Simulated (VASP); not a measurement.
**BaTiO3: electric field gradients with PBE**

Crystal: BaTiO3.

```xyz
5
Lattice="2.7699 1.5992 2.2704 -2.7699 1.5992 2.2704 0.0000 -3.1985 2.2704" Properties=species:S:1:pos:R:3 pbc="T T T"
Ba    0.0000    0.0000    0.0000
Ti    0.0000    0.0000    3.5010
O     0.0000   -1.5669    4.4607
O    -1.3570    0.7835    4.4607
O     1.3570    0.7835    4.4607
```

| Quantity | Value |
| --- | --- |
| Program | VASP 6.6.1 |
| Task | electric field gradients |
| Functional | PBE |
| Potentials or basis | VASP PAW PBE potentials, release 64 (Ba_sv, Ti_sv, O) |
| Cutoff | 520 eV |
| k mesh | 9 × 9 × 9 |
| Occupations | fermi-dirac, width 0.05 eV |
| Spin | no spin polarisation |
| Dipole correction | no |
| Further INCAR settings | ALGO = Normal; EDIFF = 1e-08; NBANDS = 28 |

| Item | Value |
| --- | --- |
| Pressure | 19.9 GPa |
| Largest force | 0.828 eV/Å |
| Band gap on the k mesh | 2.55 eV (least direct gap 2.84 eV) |
| Largest electric field gradient by atom | Ba +3.8; Ti +10.7; O +15.4 V/Å² |

Forces on the atoms (eV/Å):
```
Ba   0.000  0.000  0.052
Ti   0.000  0.000 -0.828
O    0.000 -0.655  0.259
O   -0.567  0.327  0.259
O    0.567  0.327  0.259
```

Stress tensor (GPa, compression positive):
```
20.31  0.00  0.00
 0.00 20.31  0.00
 0.00  0.00 19.22
```

Levels at points of the mesh, in eV from the valence-band top:
| k point | band 18 | band 19 | band 20 | band 21 | band 22 | band 23 |
| --- | --- | --- | --- | --- | --- | --- |
| (0.00, 0.00, 0.00) | -0.45 | -0.30 | -0.30 | 2.55 | 2.55 | 2.69 |

Electric field gradients, principal values (V/Å²):
```csv
atom,least,middle,greatest (by size)
1 Ba,-1.902,-1.902,3.804
2 Ti,-5.347,-5.347,10.694
3 O,-7.422,-8.017,15.439
4 O,-7.422,-8.017,15.439
5 O,-7.422,-8.017,15.439
```

Wall time 4.7 min on 1 thread of Intel Xeon 8259CL, with other jobs on the host, peak memory 0.27 GiB.

Caveat: the cell stands under pressure; without QUAD_EFG the Cq values of the log hold for a quadrupole moment of 1 mb, not for the nuclei; spin-orbit coupling is left out, which moves the levels of the heavy elements. A k mesh can miss the band edges.
